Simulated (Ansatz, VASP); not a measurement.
# GaB5 in VASP and in Ansatz

Contents of INCAR:

```
SYSTEM = GaB5
PREC = Accurate
ENCUT = 500
EDIFF = 1E-7
ISMEAR = 0
SIGMA = 0.1
LREAL = .FALSE.
LASPH = .TRUE.
NELM = 120
ALGO = Normal
ISIF = 3
LWAVE = .FALSE.
LCHARG = .FALSE.
GGA = PE
IBRION = 2
NSW = 90
EDIFFG = -0.04
GGA_COMPAT = .FALSE.
NELMIN = 4
```

Contents of KPOINTS:

```
regular mesh
0
G
  6 6 4
  0 0 0
```

Contents of POSCAR:

```
GaB5
1.0
    3.4867600000      0.0000000000      0.0000000000
   -1.7433800000      3.0196227300      0.0000000000
    0.0000000000      0.0000000000      4.9424742000
Ga B
1 5
Direct
    0.0000000000      0.0000000000      0.0000000000
    0.3333333300      0.6666666700      0.5000000000
    0.6666666700      0.3333333300      0.5000000000
    0.3333333300      0.6666666700      0.0000000000
    0.6666666700      0.3333333300      0.0000000000
    0.0000000000      0.0000000000      0.5000000000
```

Input for Ansatz:

```yaml
crystal:
  lattice:
    - [3.48676, 0.0, 0.0]
    - [-1.74338, 3.01962273, 0.0]
    - [0.0, 0.0, 4.9424742]
  atoms:
    - { symbol: Ga, position: [0.0, 0.0, 0.0] }
    - { symbol: B, position: [0.33333333, 0.66666667, 0.5] }
    - { symbol: B, position: [0.66666667, 0.33333333, 0.5] }
    - { symbol: B, position: [0.33333333, 0.66666667, 0.0] }
    - { symbol: B, position: [0.66666667, 0.33333333, 0.0] }
    - { symbol: B, position: [0.0, 0.0, 0.5] }
basis:
  ecutwfc: 420
kpoints:
  mp_grid: { grid: [6, 6, 4] }
hamiltonian:
  xc: pbe
scf:
  occupations: { method: gaussian, width: 0.1 }
  lower_state_search: "off"
output:
  forces: true
  stress: true
  eigenvalues: true
relax:
  adjacent_minimum: "off"
  f_tol: 0.04
  max_steps: 70
  cell: { stress_tol: 0.4 }
```

Alike in both runs: task relaxation of cell and atoms; functional PBE; k mesh 6 × 6 × 4; occupations gaussian, width 0.1 eV; no spin polarisation.

```csv
,VASP,Ansatz
version,VASP 6.6.1,Ansatz 0.2.0
potentials or method,"VASP PAW PBE potentials, release 64 (Ga_d, B), cutoff 500 eV","scalar-relativistic, plane waves, PAW"
valence electrons in the cell,28,28
```

VASP gave:

- gap on the k mesh at the Fermi level, each at its own relaxed structure (eV): none
- relaxed volume (Å³/atom): 8.37
- relaxed cell length with the largest relative difference (Å): 4.299

**Question.** Estimate Ansatz's values.

**Answer.** gap on the k mesh at the Fermi level, each at its own relaxed structure (eV): none; relaxed volume (Å³/atom): 8.37; relaxed cell length with the largest relative difference (Å): 4.301.

A gap of «none» marks a metal or a gap that the smearing closes.

Noted on VASP's run: too few bands were computed for a metal, which touches its energy and stress.
